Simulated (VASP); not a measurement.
# Al (Fm-3m) in VASP: further runs

The runs below take Al through single point, with PBE.

All numbers are computed with VASP 6.6.1; they aren't measurements. Logs are shortened: lines on timing, memory, paths and dates and some standing lists are left out, and cuts for length are marked.

### 1 The cell of the first run

It takes space group Fm-3m (No. 225, cubic). The conventional cell has a = 4.145 Å, b = 4.145 Å, c = 4.145 Å, α = 90.00°, β = 90.00°, γ = 90.00°. Within 3.9 Å of Al (site symmetry m-3m) lie 12 Al at 2.93 Å.

### 2 Single point, PBE (volume scaled by 1.08)

Contents of INCAR:

```
ALGO     = Normal         # electronic algorithm
EDIFF    = 1E-6           # SCF threshold, eV
ENCUT    = 520            # plane-wave cutoff, eV
GGA      = PE             # functional
ISIF     = 2              # what is computed and relaxed
ISMEAR   = -1             # smearing method
LASPH    = T              # aspherical terms in the spheres
LCHARG   = T              # write CHGCAR
LELF     = T              # ELF
LREAL    = F              # projectors in reciprocal space
LVHAR    = T            
LWAVE    = F              # write WAVECAR
NBANDS   = 8              # bands
NELM     = 100            # most SCF steps
PREC     = Accurate       # precision mode
SIGMA    = 0.1            # smearing width, eV
```

Contents of KPOINTS:

```
k-points
0
Gamma
  22 22 22
```

Contents of POSCAR:

```
Al
1.0
    0.0000000000      2.0724529908      2.0724529908
    2.0724529908      0.0000000000      2.0724529908
    2.0724529908      2.0724529908      0.0000000000
Al
1
Direct
    0.0000000000      0.0000000000      0.0000000000
```

Potentials or basis: VASP PAW PBE potentials, release 64 (Al).

Run with:

```sh
cat potpaw_PBE.64/Al/POTCAR > POTCAR
mpirun -np 1 vasp_std > vasp.out
```

OUTCAR:

```text
EDIFF = 1E-6
   ENCUT = 520
   GGA = PE
   ISIF = 2
   ISMEAR = -1
   LASPH = T
   LREAL = F
   NELM = 100
   PREC = Accurate

 ion  position               nearest neighbor table
   1  0.000  0.000  0.000-

  LATTYP: Found a face centered cubic cell.
 ALAT       =     4.1449059816

  Lattice vectors:

 A1 = (   0.0000000000,   2.0724529908,   2.0724529908)
 A2 = (   2.0724529908,   0.0000000000,   2.0724529908)
 A3 = (   2.0724529908,   2.0724529908,   0.0000000000)

Analysis of symmetry for initial positions (statically):
=====================================================================
 Subroutine PRICEL returns:
 Original cell was already a primitive cell.

 Routine SETGRP: Setting up the symmetry group for a
 face centered cubic supercell.

 Subroutine GETGRP returns: Found 48 space group operations
 (whereof 48 operations were pure point group operations)
 out of a pool of 48 trial point group operations.

The static configuration has the point symmetry O_h .

Analysis of symmetry for dynamics (positions and initial velocities):
=====================================================================
 Subroutine PRICEL returns:
 Original cell was already a primitive cell.

 Routine SETGRP: Setting up the symmetry group for a
 face centered cubic supercell.

 Subroutine GETGRP returns: Found 48 space group operations
 (whereof 48 operations were pure point group operations)
 out of a pool of 48 trial point group operations.

The dynamic configuration has the point symmetry O_h .

 Subroutine INISYM returns: Found 48 space group operations
 (whereof 48 operations are pure point group operations),
 and found     1 'primitive' translations

----------------------------------------------------------------------------------------

                                     Primitive cell

  volume of cell :      17.8026

  direct lattice vectors                    reciprocal lattice vectors
     0.000000000  2.072452991  2.072452991    -0.241259996  0.241259996  0.241259996
     2.072452991  0.000000000  2.072452991     0.241259996 -0.241259996  0.241259996
     2.072452991  2.072452991  0.000000000     0.241259996  0.241259996 -0.241259996

  length of vectors
     2.930891127  2.930891127  2.930891127     0.417874571  0.417874571  0.417874571

  position of ions in fractional coordinates (direct lattice)
     0.000000000  0.000000000  0.000000000

  ion indices of the primitive-cell ions
   primitive index   ion index
                 1           1

----------------------------------------------------------------------------------------

 KPOINTS: k-points

Automatic generation of k-mesh.
 Grid dimensions read from file:
 generate k-points for:   22   22   22

 Generating k-lattice:

  Cartesian coordinates                     Fractional coordinates (reciprocal lattice)
    -0.010966363  0.010966363  0.010966363     0.045454545  0.000000000  0.000000000
     0.010966363 -0.010966363  0.010966363     0.000000000  0.045454545  0.000000000
     0.010966363  0.010966363 -0.010966363     0.000000000  0.000000000  0.045454545

  Length of vectors
     0.018994299  0.018994299  0.018994299

  Shift w.r.t. Gamma in fractional coordinates (k-lattice)
     0.000000000  0.000000000  0.000000000

 Subroutine IBZKPT returns following result:
 ===========================================

 Found    328 irreducible k-points:

 Following reciprocal coordinates:
            Coordinates               Weight
  0.000000  0.000000  0.000000      1.000000
  0.045455  0.000000  0.000000      8.000000
  0.090909  0.000000  0.000000      8.000000
  0.136364  0.000000  0.000000      8.000000
  0.181818  0.000000  0.000000      8.000000
  0.227273  0.000000  0.000000      8.000000
[... 16 lines left out ...]
  0.500000  0.045455  0.000000     24.000000
 -0.454545  0.045455  0.000000     24.000000
 [... further k-points ...]
   k-points           NKPTS =    328   k-points in BZ     NKDIM =    328   number of bands    NBANDS=      8
   number of dos      NEDOS =    301   number of ions     NIONS =      1
   total plane-waves  NPLWV =  13824
   dimension x,y,z NGX =    24 NGY =   24 NGZ =   24
   dimension x,y,z NGXF=    48 NGYF=   48 NGZF=   48
   ions per type =               1
   NGX,Y,Z   is equivalent  to a cutoff of  13.61, 13.61, 13.61 a.u.
   NGXF,Y,Z  is equivalent  to a cutoff of  27.23, 27.23, 27.23 a.u.
 SYSTEM =  unknown system
   PREC   = accura    normal or accurate (medium, high low for compatibility)
   ISTART =      0    job   : 0-new  1-cont  2-samecut
   ICHARG =      2    charge: 1-file 2-atom 10-const
   ISPIN  =      1    spin polarized calculation?
   LNONCOLLINEAR =      F non collinear calculations
   LSORBIT =      F    spin-orbit coupling
   LASPH  =      T    aspherical Exc in radial PAW
   ENCUT  =  520.0 eV  38.22 Ry    6.18 a.u.   5.45  5.45  5.45*2*pi/ulx,y,z
   NELM   =    100;   NELMIN=  2; NELMDL= -5     # of ELM steps
   EDIFF  = 0.1E-05   stopping-criterion for ELM
   LREAL  =      F    real-space projection
   EDIFFG = 0.1E-04   stopping-criterion for IOM
   NSW    =      0    number of steps for IOM
   IBRION =     -1    ionic relax: 0-MD 1-quasi-New 2-CG
   NFREE  =      0    steps in history (QN), initial steepest desc. (CG)
   ISIF   =      2    stress and relaxation
   ISYM   =      2    0-nonsym 1-usesym 2-fastsym
   POTIM  = 0.5000    time-step for ionic-motion
   TEBEG  =    0.0;   TEEND  =   0.0 temperature during run
   PSTRESS=    0.0 pullay stress
   NELECT =       3.0000    total number of electrons
   NUPDOWN=      -1.0000    fix difference up-down
   EMIN   =  10.00;   EMAX   =-10.00  energy-range for DOS
   EFERMI =   0.00;   METHOD = LEGACY
   ISMEAR =    -1;   SIGMA  =   0.10  broadening in eV -4-tet -1-fermi 0-gaus
   EFERMI_NEDOS =   21; number of points for ismear=-14 and -15
   IALGO  =     38    algorithm
   IMIX   =      4    mixing-type and parameters
     AMIX     =   0.40;   BMIX     =  1.00
     AMIX_MAG =   1.60;   BMIX_MAG =  1.00
  volume/ion in A,a.u.               =      17.80       120.14
  Fermi-wavevector in a.u.,A,eV,Ry     =   0.904247  1.708780 11.124983  0.817663
  Thomas-Fermi vector in A             =   2.027671
   LORBIT       =      0    0 simple, 1 ext, 2 COOP (PROOUT), +10 PAW based schemes
   GGA     = PE    functional components
   LHFCALC =     F    Hartree Fock is set to
   AEXX    =    0.0000 exact exchange contribution
   IVDW    =     0    specifies the selected vdW correction
   LEPSILON=     F    determine dielectric tensor
   LRPA    =     F    only Hartree local field effects (RPA)
 non-spin polarized calculation
  energy-cutoff  :      520.00
  volume of cell :       17.80
 maximum number of plane-waves:       531
 NGX is ok and might be reduce to    24
   NGX = 11   NGY = 11   NGZ = 11

 number of electron       3.0000000 magnetization

 Free energy of the ion-electron system (eV)
  ---------------------------------------------------
  ext. energy  EPLUGINS =         0.00000000
  ---------------------------------------------------
  free energy    TOTEN  =        -3.73178264 eV

  energy without entropy =       -3.71863239  energy(sigma->0) =       -3.72520752

 E-fermi :   7.2099     XC(G=0):  -9.9247

 val. band max:        7.1901523660   @ k =   0.5000   0.2727   0.0455
 cond. band min:       7.2559583570   @ k =  -0.4545   0.3636   0.0000
 fundamental gap:      0.0658059910
 Fermi energy:         7.2098984727

 k-point     1 :       0.0000    0.0000    0.0000
  band No.  band energies     occupation
      1      -3.3900      2.00000
      2      19.4362      0.00000
      3      19.4362      0.00000
      4      19.4362      0.00000
      5      20.3726      0.00000
      6      20.3726      0.00000
      7      20.3727      0.00000
      8      23.1563      0.00000

 k-point     2 :       0.0455    0.0000    0.0000
  band No.  band energies     occupation
      1      -3.3366      2.00000
      2      18.2353      0.00000
      3      19.1388      0.00000
      4      19.1388      0.00000
      5      20.7508      0.00000
      6      20.7508      0.00000
      7      20.9836      0.00000
      8      23.7077      0.00000

 k-point     3 :       0.0909    0.0000    0.0000
  band No.  band energies     occupation
      1      -3.1765      2.00000
      2      16.5089      0.00000
      3      18.6785      0.00000
      4      18.6785      0.00000
      5      21.2123      0.00000
      6      21.4400      0.00000
      7      21.4400      0.00000
      8      24.8010      0.00000

 k-point     4 :       0.1364    0.0000    0.0000
  band No.  band energies     occupation
      1      -2.9100      2.00000
      2      14.7428      0.00000
      3      18.2649      0.00000
      4      18.2649      0.00000
      5      21.1599      0.00000
      6      22.1390      0.00000
      7      22.1390      0.00000
      8      24.0456      0.00000

 k-point     5 :       0.1818    0.0000    0.0000
  band No.  band energies     occupation
      1      -2.5378      2.00000
      2      13.0073      0.00000
      3      17.9293      0.00000
      4      17.9293      0.00000
      5      21.0368      0.00000
      6      22.2870      0.00000
      7      22.2870      0.00000
      8      23.9350      0.00000

 k-point     6 :       0.2273    0.0000    0.0000
  band No.  band energies     occupation
      1      -2.0604      2.00000
      2      11.3290      0.00000
      3      17.6792      0.00000
      4      17.6792      0.00000
      5      20.9216      0.00000
      6      21.6602      0.00000
      7      21.6602      0.00000
      8      24.7363      0.00000

 k-point     7 :       0.2727    0.0000    0.0000
  band No.  band energies     occupation
      1      -1.4791      2.00000
      2       9.7212      0.00000
      3      17.5173      0.00000
      4      17.5173      0.00000
      5      20.8522      0.00000
      6      20.9074      0.00000
      7      20.9074      0.00000
      8      24.7427      0.00000
[... 133 lines left out ...]
 k-point    20 :       0.3636    0.0455    0.0000
  band No.  band energies     occupation
      1      -0.2357      2.00000
      2       7.2615      0.74737
      3      16.5924      0.00000
      4      17.7644      0.00000
      5      18.5579      0.00000
      6      20.6823      0.00000
      7      21.5013      0.00000
      8      23.9191      0.00000

 k-point    21 :       0.4091    0.0455    0.0000
  band No.  band energies     occupation
      1       0.6168      2.00000
      2       5.8742      2.00000
      3      16.6710      0.00000
      4      17.7069      0.00000
      5      18.1031      0.00000
      6      20.1001      0.00000
      7      21.6227      0.00000
      8      23.3178      0.00000

 k-point    22 :       0.4545    0.0455    0.0000
  band No.  band energies     occupation
      1       1.5683      2.00000
      2       4.5759      2.00000
      3      16.8394      0.00000
      4      17.3385      0.00000
      5      18.1394      0.00000
      6      19.6039      0.00000
      7      21.8138      0.00000
      8      22.8017      0.00000

 k-point    23 :       0.5000    0.0455    0.0000
  band No.  band energies     occupation
      1       2.6169      2.00000
      2       3.3694      2.00000
      3      16.9410      0.00000
      4      17.0958      0.00000
      5      18.3875      0.00000
      6      19.1992      0.00000
      7      21.9780      0.00000
      8      22.4844      0.00000

 k-point    24 :      -0.4545    0.0455    0.0000
  band No.  band energies     occupation
      1       2.2567      2.00000
      2       3.7611      2.00000
      3      16.6195      0.00000
      4      17.4350      0.00000
      5      18.7429      0.00000
      6      18.8925      0.00000
      7      21.8118      0.00000
      8      22.6747      0.00000

 [... further k-points ...]
[... 5 lines left out ...]
  --------------------------------------------------------------------------------------
  -------------------------------------------------------------------------------------
  Total       -0.5537562     -0.5537562     -0.5537562     -0.0000000      0.0000000     -0.0000000
  in kB      -49.8362235    -49.8362235    -49.8362235     -0.0000000      0.0000000     -0.0000000
  external PRESSURE =     -49.8362235 kB  Pullay stress =       0.0000000 kB

 VOLUME and BASIS-vectors are now :
 -----------------------------------------------------------------------------
  energy-cutoff  :      520.00
  volume of cell :       17.80
      direct lattice vectors                 reciprocal lattice vectors
     0.000000000  2.072452991  2.072452991    -0.241259996  0.241259996  0.241259996
     2.072452991  0.000000000  2.072452991     0.241259996 -0.241259996  0.241259996
     2.072452991  2.072452991  0.000000000     0.241259996  0.241259996 -0.241259996

 POSITION                                       TOTAL-FORCE (eV/Angst)
 -----------------------------------------------------------------------------------
      0.00000      0.00000      0.00000         0.000000      0.000000      0.000000
 -----------------------------------------------------------------------------------
    total drift:                                0.000000     -0.000000     -0.000000

  FREE ENERGIE OF THE ION-ELECTRON SYSTEM (eV)
  ---------------------------------------------------
  free  energy   TOTEN  =        -3.7317826420 eV

  energy  without entropy=       -3.7186323902  energy(sigma->0) =       -3.72520752
```

It took 81 s on 1 thread of AMD EPYC 7R13, shared host; peak memory 0.13 GiB.

What came out:

* Free energy: -3.7318 eV
* Pressure: -5.0 GPa

Levels at points of the mesh, in eV from the Fermi level:
| k point | band 1 | band 2 | band 3 | band 4 | band 5 |
| --- | --- | --- | --- | --- | --- |
| (0.00, 0.00, 0.00) | -10.60 | 12.23 | 12.23 | 12.23 | 13.16 |
| (0.50, 0.00, 0.00) | -4.27 | -4.26 | 10.65 | 10.65 | 11.14 |
| (0.50, 0.50, 0.00) | -2.72 | -1.58 | 5.26 | 5.27 | 5.27 |

(Continued in part 2 of 2.)
